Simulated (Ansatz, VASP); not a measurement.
## One calculation of GaSb, two programs

File INCAR:

```
  PREC = Accurate
  ENCUT = 520
  EDIFF = 1E-6
  ISMEAR = -1
  SIGMA = 0.05
  LREAL = False
  LASPH = True
  NELM = 100
  ALGO = Normal
  ISIF = 2
  LWAVE = False
  LCHARG = False
  NBANDS = 16
```

File KPOINTS:

```
regular mesh
0
Gamma
  10 10 10
```

POSCAR

```
GaSb
1.0
   -2.7349540204      2.7349540204      1.5800307924
    2.7349540204     -2.7349540204      1.5800307924
    2.7349540204      2.7349540204     -1.5800307924
Sb Ga
1 1
Direct
    0.0000000000      0.0000000000      0.0000000000
    0.7500000000      0.2500000000      0.5000000000
```

File input.yaml:

```yaml
crystal:
  lattice:
    - [-2.7349540204, 2.7349540204, 1.5800307924]
    - [2.7349540204, -2.7349540204, 1.5800307924]
    - [2.7349540204, 2.7349540204, -1.5800307924]
  atoms:
    - { symbol: Sb, position: [0.0, 0.0, 0.0] }
    - { symbol: Ga, position: [0.75, 0.25, 0.5] }
hamiltonian:
  xc: lda
  pseudopotentials: { kind: paw }
kpoints:
  mp_grid: { grid: [10, 10, 10] }
scf:
  occupations: { method: fermi_dirac, width: 0.05 }
output:
  forces: true
  stress: true
  eigenvalues: true
```

Alike in both runs: task single point; functional LDA; k mesh 10 × 10 × 10; occupations fermi-dirac, width 0.05 eV; no spin polarisation.

|  | VASP | Ansatz |
| --- | --- | --- |
| version | VASP 6.6.1 | Ansatz 0.2.0 |
| potentials or method | VASP PAW LDA potentials, release 64 (Sb, Ga_d) | Ansatz PAW |
| plane-wave cutoff (eV) | 520 | 420 |
| valence electrons in the cell | 18 | 28 |

```tsv
	VASP	Ansatz	Ansatz less VASP
gap on the k mesh at the Fermi level (eV)	none	none	-
pressure (GPa)	-3.3	-3.4	-0.06
traceless stress, the component that is largest in VASP (GPa)	-0.35	-0.35	+0.002
```

LDA's correlation is that of Perdew and Zunger in VASP and of Perdew and Wang (1992) in Ansatz. A gap of «none» marks a metal or a gap that the smearing closes. VASP's potentials hold 18 valence electrons a cell and Ansatz's 28, so a difference there can come from the potentials and not from the codes.

Spin-orbit coupling is off throughout.
